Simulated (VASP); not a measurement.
A run of VASP 6.6.1:

The input INCAR:

```
PREC = Accurate
ENCUT = 600
EDIFF = 1E-7
ISMEAR = -1
SIGMA = 0.03
LREAL = F
LASPH = T
NELM = 60
ALGO = Normal
ISIF = 3
LWAVE = F
LCHARG = F
GGA = PS
IBRION = 2
NSW = 100
EDIFFG = -0.01
```

Contents of KPOINTS:

```
regular mesh
0
Gamma
  6 6 2
```

The input POSCAR:

```
BiB
1.0
    3.7856047478      0.0000000000      0.0000000000
   -1.8928023739      3.2784298803      0.0000000000
    0.0000000000      0.0000000000     12.3637851064
B Bi
4 4
Direct
    0.0000000000      0.0000000000      0.0000000000
    0.3333333333      0.6666666667      0.2500000000
    0.0000000000      0.0000000000      0.5000000000
    0.6666666667      0.3333333333      0.7500000000
    0.0000000000      0.0000000000      0.1875000000
    0.3333333333      0.6666666667      0.4375000000
    0.0000000000      0.0000000000      0.6875000000
    0.6666666667      0.3333333333      0.9375000000
```

Potentials or basis: VASP PAW PBE potentials, release 64 (B, Bi_d).

The run is started by

```bash
$ cat potpaw_PBE.64/B/POTCAR potpaw_PBE.64/Bi_d/POTCAR > POTCAR
$ mpirun -np 1 vasp_std > vasp.out
```

Hardware: 1 thread of Oxide Virtual Turin-like Processor, on a shared host.

Estimate the wall time of this run.

Run time: 12 min on 1 thread of Oxide Virtual Turin-like Processor, on a shared host, peak memory 0.31 GiB. Counts: scf iterations 57, k points 14, ion steps 6.
